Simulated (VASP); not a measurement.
Wanted: the native input for a VASP 6.6.1 run.

```
Task                   : single point
Functional             : r2SCAN
Potentials or basis    : VASP PAW PBE potentials, release 64 (Al, N)
Cutoff                 : 520 eV
k mesh                 : 10 × 10 × 10
Occupations            : gaussian, width 0.01 eV
Spin                   : no spin polarisation
Dipole correction      : no
Further INCAR settings : ALGO = Normal; EDIFF = 1e-07; NBANDS = 11
```

The system is AlN.

```
Al N
1.0
     0.00000    2.27227    2.27227
     2.27227    0.00000    2.27227
     2.27227    2.27227    0.00000
Al N
1 1
Direct
  0.00000 0.00000 0.00000
  0.25000 0.25000 0.25000
```

This cell differs from its parent crystal: strain +4.0%.

The input as run:

POSCAR

```
AlN
1.0
    0.0000000000      2.2722714690      2.2722714690
    2.2722714690      0.0000000000      2.2722714690
    2.2722714690      2.2722714690      0.0000000000
Al N
1 1
Direct
    0.0000000000      0.0000000000      0.0000000000
    0.2500000000      0.2500000000      0.2500000000
```

INCAR.step1

```
PREC = Accurate ; ENCUT = 520
ISMEAR = 0 ; SIGMA = 0.01
LREAL = F ; LASPH = T
NELM = 60 ; NBANDS = 11
GGA = PE ; ALGO = Normal
EDIFF = 1E-4 ; LWAVE = T
LCHARG = F
```

INCAR.step2

```
PREC = Accurate ; ENCUT = 520
EDIFF = 1E-7 ; ISMEAR = 0
SIGMA = 0.01 ; LREAL = F
LASPH = T ; NELM = 60
ALGO = Normal ; ISIF = 2
LWAVE = F ; LCHARG = F
METAGGA = R2SCAN ; LMIXTAU = T
NBANDS = 11 ; ISTART = 1
```

KPOINTS

```
Automatic mesh
0
Gamma
  10 10 10
```

Potentials or basis: VASP PAW PBE potentials, release 64 (Al, N).

Launch:

```console
$ cat potpaw_PBE.64/Al/POTCAR potpaw_PBE.64/N/POTCAR > POTCAR
$ cp INCAR.step1 INCAR
$ mpirun -np 1 vasp_std > vasp.out
$ cp INCAR.step2 INCAR
$ mpirun -np 1 vasp_std > vasp.out
```

Results of the run:

The pressure is -20.1 GPa. The band gap on the k mesh is 3.82 eV, direct.

Caveat: the cell differs from its parent crystal (strain +4.0%); the PAW data sets were made with another functional, which shifts forces and pressure a little.

It took 23 s on 1 thread of Intel(R) Xeon(R) Platinum 8559C (Emerald Rapids), on a shared host, peak memory 0.14 GiB.
